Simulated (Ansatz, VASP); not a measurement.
NiO2 in VASP and in Ansatz

The input INCAR:

```
PREC     = Accurate       # precision mode
ENCUT    = 700            # plane-wave cutoff, eV
EDIFF    = 1E-6           # SCF threshold, eV
ISMEAR   = 0              # smearing method
SIGMA    = 0.05           # smearing width, eV
LREAL    = F              # projectors in reciprocal space
LASPH    = T              # aspherical terms in the spheres
NELM     = 120            # most SCF steps
ALGO     = Normal         # electronic algorithm
ISIF     = 2              # what is computed and relaxed
LWAVE    = F              # write WAVECAR
LCHARG   = F              # write CHGCAR
GGA      = PS             # functional
NBANDS   = 22             # bands
GGA_COMPAT= F
```

Contents of KPOINTS:

```
regular mesh
0
Gamma
  12 12 6
```

File POSCAR:

```
NiO2
1.0
    2.8221285779      0.0000000000      0.0000000000
   -1.4110642890      2.4440350412      0.0000000000
    0.0000000000      0.0000000000      4.8391038725
Ni O
1 2
Direct
    0.0000000000      0.0000000000      0.5000000000
    0.6666666667      0.3333333333      0.6625222406
    0.3333333333      0.6666666667      0.3374777594
```

Input for Ansatz:

```yaml
crystal:
  lattice:
    - [2.8221285779, 0.0, 0.0]
    - [-1.411064289, 2.4440350412, 0.0]
    - [0.0, 0.0, 4.8391038725]
  atoms:
    - { symbol: Ni, position: [0.0, 0.0, 0.5] }
    - { symbol: O, position: [0.6666666667, 0.3333333333, 0.6625222406] }
    - { symbol: O, position: [0.3333333333, 0.6666666667, 0.3374777594] }
basis:
  ecutwfc: 520.0
kpoints:
  mp_grid: { grid: [12, 12, 6] }
hamiltonian:
  xc: pbesol
scf:
  occupations: { method: gaussian, width: 0.05 }
output:
  forces: true
  stress: true
  eigenvalues: true
```

Alike in both runs: task single point; functional PBEsol; k mesh 12 × 12 × 6; occupations gaussian, width 0.05 eV; no spin polarisation.

|  | VASP | Ansatz |
| --- | --- | --- |
| version | VASP 6.6.1 | Ansatz 0.2.0 |
| potentials or method | VASP PAW PBE potentials, release 64 (Ni_sv_GW, O), cutoff 700 eV | scalar-relativistic, plane waves, PAW |
| valence electrons in the cell | 30 | 30 |

```tsv
	VASP	Ansatz	Ansatz less VASP
gap on the k mesh at the Fermi level (eV)	0.90	0.91	+0.009
least direct gap on the mesh (eV)	1.39	1.39	+0.005
pressure (GPa)	15.6	15.9	+0.35
traceless stress, the component that is largest in VASP (GPa)	3.23	3.91	+0.685
rms of the force components (eV/Å)	1.258	1.242	-0.0160
```

VASP's potentials were made for PBE, not for PBEsol. Atom by atom the forces differ by 0.016 eV/Å (rms over components). With one functional, cell and mesh, what is left measures potentials, basis and numerics.
